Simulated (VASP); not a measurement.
# Ru3Pb2Se2 (R-3m) in VASP: a series of runs

The runs below take Ru3Pb2Se2 through single point, with PBEsol, LDA.

Program: VASP 6.6.1. These are calculated values, not measurements. Logs are shortened: lines on timing, memory, paths and dates and some standing lists are left out, and cuts for length are marked.

## 1. The cell of the first run

Symmetry: R-3m, No. 166, trigonal system. Conventional cell: a = 5.713 Å, b = 5.713 Å, c = 14.530 Å, α = 90.00°, β = 90.00°, γ = 120.00°. Within 3.1 Å of Ru (site symmetry 2/m) lie 2 Se at 2.34 Å and 4 Ru at 2.86 Å and 4 Pb at 2.86 to 2.93 Å. Se (site symmetry 3m) has 3 Ru at 2.34 Å and 1 Pb at 3.18 Å within 3.2 Å. Within 3.8 Å of Pb (site symmetry -3m) lie 6 Ru at 2.86 Å and 8 Se at 3.18 to 3.69 Å. Pb (site symmetry -3m) has 6 Ru at 2.93 Å and 6 Se at 3.39 Å within 3.9 Å.

## 2. Single point, PBEsol

Input file INCAR:

```
PREC     = Accurate       # precision mode
ENCUT    = 520            # plane-wave cutoff, eV
EDIFF    = 1E-6           # SCF threshold, eV
ISMEAR   = -1             # smearing method
SIGMA    = 0.0116         # smearing width, eV
LREAL    = F              # projectors in reciprocal space
LASPH    = T              # aspherical terms in the spheres
NELM     = 60             # most SCF steps
ALGO     = Normal         # electronic algorithm
ISIF     = 2              # what is computed and relaxed
LWAVE    = F              # write WAVECAR
LCHARG   = F              # write CHGCAR
GGA      = PS             # functional
NBANDS   = 50             # bands
```

Input file KPOINTS:

```
regular mesh
0
Gamma
  4 4 4
```

Input file POSCAR:

```
Ru3Pb2Se2
1.0
    2.8563600000      4.9473550000      0.0000000000
   -2.8563600000      4.9473550000      0.0000000000
    0.0000000000     -3.2982370000      4.8434080000
Ru Se Pb
3 2 2
Direct
    0.0000000000      0.0000000000      0.5000000000
    0.5000000000      0.0000000000      0.5000000000
    0.0000000000      0.5000000000      0.5000000000
    0.2809000000      0.2809000000      0.8427000000
    0.7191000000      0.7191000000      0.1573000000
    0.5000000000      0.5000000000      0.5000000000
    0.0000000000      0.0000000000      0.0000000000
```

Potentials or basis: VASP PAW PBE potentials, release 64 (Ru_pv, Se, Pb_d).

Started as:

```bash
$ cat potpaw_PBE.64/Ru_pv/POTCAR potpaw_PBE.64/Se/POTCAR potpaw_PBE.64/Pb_d/POTCAR > POTCAR
$ mpirun -np 1 vasp_std > vasp.out
```

OUTCAR:

```text
PREC = Accurate
   ENCUT = 520
   EDIFF = 1E-6
   ISMEAR = -1
   LREAL = F
   LASPH = T
   NELM = 60
   ISIF = 2
   GGA = PS

 ion  position               nearest neighbor table
   1  0.000  0.000  0.500-   4 2.34   5 2.34   2 2.86   3 2.86   3 2.86   2 2.86   6 2.86   6 2.86
                             7 2.93   7 2.93
   2  0.500  0.000  0.500-   4 2.34   5 2.34   1 2.86   6 2.86   6 2.86   1 2.86   3 2.86   3 2.86
                             7 2.93   7 2.93
   3  0.000  0.500  0.500-   4 2.34   5 2.34   1 2.86   6 2.86   1 2.86   6 2.86   2 2.86   2 2.86
                             7 2.93   7 2.93
   4  0.281  0.281  0.843-   1 2.34   2 2.34   3 2.34   6 3.18   7 3.39   7 3.39   7 3.39
   5  0.719  0.719  0.157-   1 2.34   2 2.34   3 2.34   6 3.18   7 3.39   7 3.39   7 3.39
   6  0.500  0.500  0.500-   2 2.86   3 2.86   2 2.86   3 2.86   1 2.86   1 2.86   5 3.18   4 3.18
                             7 4.09   7 4.09   7 4.09   7 4.09   7 4.09   7 4.09
   7  0.000  0.000  0.000-   1 2.93   1 2.93   3 2.93   2 2.93   3 2.93   2 2.93   5 3.39   4 3.39
                             4 3.39   5 3.39   4 3.39   5 3.39   6 4.09   6 4.09   6 4.09   6 4.09

  LATTYP: Found a trigonal (rhomboedric) cell.
 ALAT       =     5.8597767604
 COS(alpha) =     0.5247810626

  Lattice vectors:

 A1 = (   2.8563600000,   1.6491180000,   4.8434080000)
 A2 = (  -2.8563600000,   1.6491180000,   4.8434080000)
 A3 = (   0.0000000000,  -3.2982370000,   4.8434080000)

Analysis of symmetry for initial positions (statically):
=====================================================================
 Subroutine PRICEL returns:
 Original cell was already a primitive cell.

 Routine SETGRP: Setting up the symmetry group for a
 trigonal (rhombohedral) supercell.

 Subroutine GETGRP returns: Found 12 space group operations
 (whereof 12 operations were pure point group operations)
 out of a pool of 12 trial point group operations.

The static configuration has the point symmetry D_3d.

Analysis of symmetry for dynamics (positions and initial velocities):
=====================================================================
 Subroutine PRICEL returns:
 Original cell was already a primitive cell.

 Routine SETGRP: Setting up the symmetry group for a
 trigonal (rhombohedral) supercell.

 Subroutine GETGRP returns: Found 12 space group operations
 (whereof 12 operations were pure point group operations)
 out of a pool of 12 trial point group operations.

The dynamic configuration has the point symmetry D_3d.

 Subroutine INISYM returns: Found 12 space group operations
 (whereof 12 operations are pure point group operations),
 and found     1 'primitive' translations

----------------------------------------------------------------------------------------

                                     Primitive cell

  volume of cell :     136.8885

  direct lattice vectors                    reciprocal lattice vectors
     2.856360000  4.947355000  0.000000000     0.175047963  0.101064104  0.068822071
    -2.856360000  4.947355000  0.000000000    -0.175047963  0.101064104  0.068822071
     0.000000000 -3.298237000  4.843408000     0.000000000  0.000000000  0.206466191

  length of vectors
     5.712715112  5.712715112  5.859775453     0.213523347  0.213523347  0.206466191

  position of ions in fractional coordinates (direct lattice)
     0.000000000  0.000000000  0.500000000
     0.500000000  0.000000000  0.500000000
     0.000000000  0.500000000  0.500000000
     0.280900000  0.280900000  0.842700000
     0.719100000  0.719100000  0.157300000
     0.500000000  0.500000000  0.500000000
     0.000000000  0.000000000  0.000000000

  ion indices of the primitive-cell ions
   primitive index   ion index
                 1           1
                 2           2
                 3           3
                 4           4
                 5           5
                 6           6
                 7           7

----------------------------------------------------------------------------------------

 KPOINTS: regular mesh

Automatic generation of k-mesh.
 Grid dimensions read from file:
 generate k-points for:    4    4    4

 Generating k-lattice:

  Cartesian coordinates                     Fractional coordinates (reciprocal lattice)
     0.043761991  0.025266026  0.017205518     0.250000000  0.000000000  0.000000000
    -0.043761991  0.025266026  0.017205518     0.000000000  0.250000000  0.000000000
     0.000000000  0.000000000  0.051616548     0.000000000  0.000000000  0.250000000

  Length of vectors
     0.053380837  0.053380837  0.051616548

  Shift w.r.t. Gamma in fractional coordinates (k-lattice)
     0.000000000  0.000000000  0.000000000

 Subroutine IBZKPT returns following result:
 ===========================================

 Found     13 irreducible k-points:

 Following reciprocal coordinates:
            Coordinates               Weight
  0.000000  0.000000  0.000000      1.000000
  0.250000  0.000000  0.000000      6.000000
  0.500000  0.000000  0.000000      3.000000
  0.250000  0.250000  0.000000      6.000000
  0.500000  0.250000  0.000000     12.000000
 -0.250000  0.250000  0.000000      6.000000
  0.500000  0.500000  0.000000      3.000000
  0.000000  0.000000  0.250000      2.000000
  0.250000  0.000000  0.250000      6.000000
  0.500000  0.000000  0.250000      6.000000
  0.250000  0.250000  0.250000      6.000000
  0.500000  0.250000  0.250000      6.000000
  0.000000  0.000000  0.500000      1.000000
   k-points           NKPTS =     13   k-points in BZ     NKDIM =     13   number of bands    NBANDS=     50
   number of dos      NEDOS =    301   number of ions     NIONS =      7
   total plane-waves  NPLWV =  84672
   dimension x,y,z NGX =    42 NGY =   42 NGZ =   48
   dimension x,y,z NGXF=    84 NGYF=   84 NGZF=   96
   ions per type =               3   2   2
   NGX,Y,Z   is equivalent  to a cutoff of  12.22, 12.22, 13.62 a.u.
   NGXF,Y,Z  is equivalent  to a cutoff of  24.44, 24.44, 27.24 a.u.
 SYSTEM =  unknown system
   PREC   = accura    normal or accurate (medium, high low for compatibility)
   ISTART =      0    job   : 0-new  1-cont  2-samecut
   ICHARG =      2    charge: 1-file 2-atom 10-const
   ISPIN  =      1    spin polarized calculation?
   LNONCOLLINEAR =      F non collinear calculations
   LSORBIT =      F    spin-orbit coupling
   LASPH  =      T    aspherical Exc in radial PAW
   ENCUT  =  520.0 eV  38.22 Ry    6.18 a.u.  10.62 10.62 10.90*2*pi/ulx,y,z
   NELM   =     60;   NELMIN=  2; NELMDL= -5     # of ELM steps
   EDIFF  = 0.1E-05   stopping-criterion for ELM
   LREAL  =      F    real-space projection
   EDIFFG = 0.1E-04   stopping-criterion for IOM
   NSW    =      0    number of steps for IOM
   IBRION =     -1    ionic relax: 0-MD 1-quasi-New 2-CG
   NFREE  =      0    steps in history (QN), initial steepest desc. (CG)
   ISIF   =      2    stress and relaxation
   ISYM   =      2    0-nonsym 1-usesym 2-fastsym
   POTIM  = 0.5000    time-step for ionic-motion
   TEBEG  =    0.0;   TEEND  =   0.0 temperature during run
   PSTRESS=    0.0 pullay stress
   NELECT =      82.0000    total number of electrons
   NUPDOWN=      -1.0000    fix difference up-down
   EMIN   =  10.00;   EMAX   =-10.00  energy-range for DOS
   EFERMI =   0.00;   METHOD = LEGACY
   ISMEAR =    -1;   SIGMA  =   0.01  broadening in eV -4-tet -1-fermi 0-gaus
   EFERMI_NEDOS =   21; number of points for ismear=-14 and -15
   IALGO  =     38    algorithm
   IMIX   =      4    mixing-type and parameters
     AMIX     =   0.40;   BMIX     =  1.00
     AMIX_MAG =   1.60;   BMIX_MAG =  1.00
  volume/ion in A,a.u.               =      19.56       131.97
  Fermi-wavevector in a.u.,A,eV,Ry     =   1.380036  2.607890 25.912288  1.904499
  Thomas-Fermi vector in A             =   2.504950
   LORBIT       =      0    0 simple, 1 ext, 2 COOP (PROOUT), +10 PAW based schemes
   GGA     = PS    functional components
   LHFCALC =     F    Hartree Fock is set to
   AEXX    =    0.0000 exact exchange contribution
   IVDW    =     0    specifies the selected vdW correction
   LEPSILON=     F    determine dielectric tensor
   LRPA    =     F    only Hartree local field effects (RPA)
 non-spin polarized calculation
  energy-cutoff  :      520.00
  volume of cell :      136.89
 maximum number of plane-waves:      3744
   NGX = 21   NGY = 21   NGZ = 21

 number of electron      81.9999981 magnetization

 Free energy of the ion-electron system (eV)
  ---------------------------------------------------
  ext. energy  EPLUGINS =         0.00000000
  ---------------------------------------------------
  free energy    TOTEN  =       -45.53591041 eV

  energy without entropy =      -45.52900752  energy(sigma->0) =      -45.53245897

 E-fermi :   8.3182     XC(G=0): -11.6906

 val. band max:        8.3080142875   @ k =   0.2500   0.2500   0.0000
 cond. band min:       8.3364063535   @ k =  -0.2500   0.2500   0.0000
 fundamental gap:      0.0283920660
 Fermi energy:         8.3181503768

 k-point     1 :       0.0000    0.0000    0.0000
  band No.  band energies     occupation
      1     -34.3649      2.00000
      2     -34.0579      2.00000
      3     -34.0579      2.00000
      4     -33.7508      2.00000
      5     -33.7508      2.00000
      6     -33.7243      2.00000
[... 42 lines left out ...]
     49      11.5417      0.00000
     50      11.7438      0.00000

 k-point     2 :       0.2500    0.0000    0.0000
  band No.  band energies     occupation
      1     -34.3211      2.00000
      2     -34.0867      2.00000
      3     -34.0483      2.00000
      4     -33.7543      2.00000
      5     -33.7351      2.00000
      6     -33.7111      2.00000
[... 42 lines left out ...]
     49      11.6977      0.00000
     50      12.3486      0.00000

 k-point     3 :       0.5000    0.0000    0.0000
  band No.  band energies     occupation
      1     -34.2555      2.00000
      2     -34.1374      2.00000
      3     -34.0386      2.00000
      4     -33.7584      2.00000
      5     -33.7018      2.00000
      6     -33.6816      2.00000
[... 519 lines left out ...]
     49      12.6440      0.00000
     50      13.8642      0.00000

 k-point    13 :       0.0000    0.0000    0.5000
  band No.  band energies     occupation
      1     -34.3650      2.00000
      2     -34.0579      2.00000
      3     -34.0579      2.00000
      4     -33.7509      2.00000
      5     -33.7509      2.00000
      6     -33.7258      2.00000
[... 42 lines left out ...]
     49      13.1095      0.00000
     50      13.9696      0.00000

------------------------ aborting loop because EDIFF is reached ----------------------------------------

  FORCE on cell =-STRESS in cart. coord.  units (eV):
  Direction    XX          YY          ZZ          XY          YZ          ZX
  --------------------------------------------------------------------------------------
  -------------------------------------------------------------------------------------
  Total        1.7712658      1.7712618      2.4849017      0.0000000     -0.0000002      0.0000000
  in kB       20.7313345     20.7312871     29.0839054      0.0000000     -0.0000020      0.0000000
  external PRESSURE =      23.5155090 kB  Pullay stress =       0.0000000 kB

 VOLUME and BASIS-vectors are now :
 -----------------------------------------------------------------------------
  energy-cutoff  :      520.00
  volume of cell :      136.89
      direct lattice vectors                 reciprocal lattice vectors
     2.856360000  4.947355000  0.000000000     0.175047963  0.101064104  0.068822071
    -2.856360000  4.947355000  0.000000000    -0.175047963  0.101064104  0.068822071
     0.000000000 -3.298237000  4.843408000     0.000000000  0.000000000  0.206466191

 POSITION                                       TOTAL-FORCE (eV/Angst)
 -----------------------------------------------------------------------------------
      0.00000     -1.64912      2.42170         0.000000     -0.000000      0.000000
      1.42818      0.82456      2.42170         0.000000     -0.000000      0.000000
     -1.42818      0.82456      2.42170        -0.000000     -0.000000      0.000000
      0.00000     -0.00000      4.08154         0.000000     -0.000000      2.374954
      0.00000      6.59647      0.76187         0.000000      0.000000     -2.374954
      0.00000      3.29824      2.42170        -0.000000     -0.000000      0.000000
      0.00000      0.00000      0.00000         0.000000     -0.000000      0.000000
 -----------------------------------------------------------------------------------
    total drift:                                0.000000      0.000000     -0.000000

  FREE ENERGIE OF THE ION-ELECTRON SYSTEM (eV)
  ---------------------------------------------------
  free  energy   TOTEN  =       -45.5359104059 eV

  energy  without entropy=      -45.5290075250  energy(sigma->0) =      -45.53245897
```

It took 2.5 min on 1 thread of Intel Xeon 8259CL, shared host; peak memory 0.32 GiB.

What came out:

```yaml
Free_energy: -45.5359 eV
Pressure: 2.4 GPa
Largest_force: 2.375 eV/Å
Band_gap_on_the_k_mesh: zero (bands 41 and 42 overlap by 0.45 eV)
```

Forces in eV/Å, atoms in the order of the input:
```
Ru   0.000  0.000  0.000
Ru   0.000  0.000  0.000
Ru   0.000  0.000  0.000
Se   0.000  0.000  2.375
Se   0.000  0.000 -2.375
Pb   0.000  0.000  0.000
Pb   0.000  0.000  0.000
```

Stress tensor (GPa, compression positive):
```
2.07 0.00 0.00
0.00 2.07 0.00
0.00 0.00 2.91
```

Caveat: the PAW data sets were made with another functional, which shifts forces and pressure a little; spin-orbit coupling is left out, which moves the levels of the heavy elements.

## 3. Single point, LDA

Input file INCAR:

```
SYSTEM = Ru3Pb2Se2
PREC = Accurate ; ENCUT = 520
EDIFF = 1E-7 ; ISMEAR = -1
SIGMA = 0.0116 ; LREAL = .FALSE.
LASPH = .TRUE. ; NELM = 80
ALGO = Normal ; ISIF = 2
LWAVE = .FALSE. ; LCHARG = .TRUE.
LELF = .TRUE. ; LVHAR = .TRUE.
NBANDS = 50
```

Input file KPOINTS:

```
Automatic mesh
0
G
  4 4 4
  0 0 0
```

POSCAR is that of step 2.

Potentials or basis: VASP PAW LDA potentials, release 64 (Ru_pv, Se, Pb_d).

Started as:

```bash
$ cat potpaw_LDA.64/Ru_pv/POTCAR potpaw_LDA.64/Se/POTCAR potpaw_LDA.64/Pb_d/POTCAR > POTCAR
$ mpirun -np 1 vasp_std > vasp.out
```

It took 2.6 min on 1 thread of Intel Xeon 8259CL, shared host; peak memory 0.27 GiB.

The run converged. Its results:

| Item | Value |
| --- | --- |
| Free energy | -48.2984 eV |
| Pressure | -0.5 GPa |
| Largest force | 2.106 eV/Å |
| Band gap on the k mesh | zero (bands 41 and 42 overlap by 0.46 eV) |

Forces in eV/Å, atoms in the order of the input:
```
Ru   0.000  0.000  0.000
Ru   0.000  0.000  0.000
Ru   0.000  0.000  0.000
Se   0.000  0.000  2.106
Se   0.000  0.000 -2.106
Pb   0.000  0.000  0.000
Pb   0.000  0.000  0.000
```

Stress tensor (GPa, compression positive):
```
-0.64  0.00  0.00
 0.00 -0.64  0.00
 0.00  0.00 -0.11
```

Levels at points of the mesh, in eV from the Fermi level:
| k point | band 39 | band 40 | band 41 | band 42 | band 43 | band 44 |
| --- | --- | --- | --- | --- | --- | --- |
| (0.00, 0.00, 0.00) | -0.61 | -0.21 | -0.14 | -0.14 | 0.44 | 1.49 |
| (0.50, 0.00, 0.00) | -0.52 | -0.23 | -0.05 | 0.21 | 0.58 | 0.82 |
| (0.50, 0.50, 0.00) | -0.41 | -0.33 | -0.24 | -0.21 | 1.08 | 1.34 |
| (0.00, 0.00, 0.50) | -0.21 | -0.21 | 0.25 | 0.25 | 1.49 | 1.59 |

Caveat: spin-orbit coupling is left out, which moves the levels of the heavy elements; forces of over 1 eV/Å act on the atoms, so gaps and moduli don't describe the material at rest.

## 4. Single point, PBEsol

Input file INCAR:

```
SYSTEM = Ru3Pb2Se2
PREC = Accurate
ENCUT = 520
EDIFF = 1E-6
ISMEAR = -5
SIGMA = 0.1
LREAL = .FALSE.
LASPH = .TRUE.
NELM = 60
ALGO = Normal
ISIF = 2
LWAVE = .FALSE.
LCHARG = .TRUE.
GGA = PS
LELF = .TRUE.
LVHAR = .TRUE.
NBANDS = 50
```

Input file KPOINTS:

```
regular mesh
0
G
  4 4 4
  0 0 0
```

POSCAR is that of step 3.

Potentials or basis: VASP PAW PBE potentials, release 64 (Ru_pv, Se, Pb_d).

Started as:

```bash
$ cat potpaw_PBE.64/Ru_pv/POTCAR potpaw_PBE.64/Se/POTCAR potpaw_PBE.64/Pb_d/POTCAR > POTCAR
$ mpirun -np 1 vasp_std > vasp.out
```

Wall time 7.3 min (1 thread of Intel Xeon 8259CL, shared host); peak memory 0.33 GiB.

It converged, with:

```
Free energy            : -45.5419 eV
Pressure               : 2.3 GPa
Largest force          : 2.377 eV/Å
Band gap on the k mesh : zero (bands 41 and 42 overlap by 0.45 eV)
```

Forces in eV/Å, atoms in the order of the input:
```
Ru   0.000  0.000  0.000
Ru   0.000  0.000  0.000
Ru   0.000  0.000  0.000
Se   0.000  0.000  2.377
Se   0.000  0.000 -2.377
Pb   0.000  0.000  0.000
Pb   0.000  0.000  0.000
```

Stress tensor (GPa, compression positive):
```
2.13 0.00 0.00
0.00 2.13 0.00
0.00 0.00 2.70
```

Levels at points of the mesh, in eV from the Fermi level:
```
           k point  band 39  band 40  band 41  band 42  band 43  band 44
(0.00, 0.00, 0.00)    -0.60    -0.20    -0.12    -0.12     0.47     1.51
(0.50, 0.00, 0.00)    -0.51    -0.21    -0.04     0.23     0.61     0.84
(0.50, 0.50, 0.00)    -0.39    -0.31    -0.23    -0.19     1.10     1.35
(0.00, 0.00, 0.50)    -0.19    -0.19     0.25     0.25     1.51     1.61
```

Caveat: the PAW data sets were made with another functional, which shifts forces and pressure a little; spin-orbit coupling is left out, which moves the levels of the heavy elements; tetrahedron occupations give inexact forces and stress in metals.

## 5. The runs side by side

```csv
level,potentials or basis,smearing,gap on the mesh (eV),pressure (GPa),largest force (eV/Å)
PBEsol,"VASP PAW PBE potentials, release 64 (Ru_pv, Se, Pb_d)",fermi-dirac 0.0116 eV,none,2.4,2.37
LDA,"VASP PAW LDA potentials, release 64 (Ru_pv, Se, Pb_d)",fermi-dirac 0.0116 eV,none,-0.5,2.11
PBEsol,"VASP PAW PBE potentials, release 64 (Ru_pv, Se, Pb_d)",tetrahedron,none,2.3,2.38
```

Alike in all rows: task single point; no spin polarisation; cell as given; k mesh 4 × 4 × 4; cutoff (eV) 520.

Caveats: spin-orbit coupling is left out, which moves the levels of the heavy elements; the PAW data sets were made with another functional, which shifts forces and pressure a little (at least some runs); forces of over 1 eV/Å act on the atoms, so gaps and moduli don't describe the material at rest (at least some runs); tetrahedron occupations give inexact forces and stress in metals (at least some runs).

Absolute energies hang on the potentials; compare differences alone.
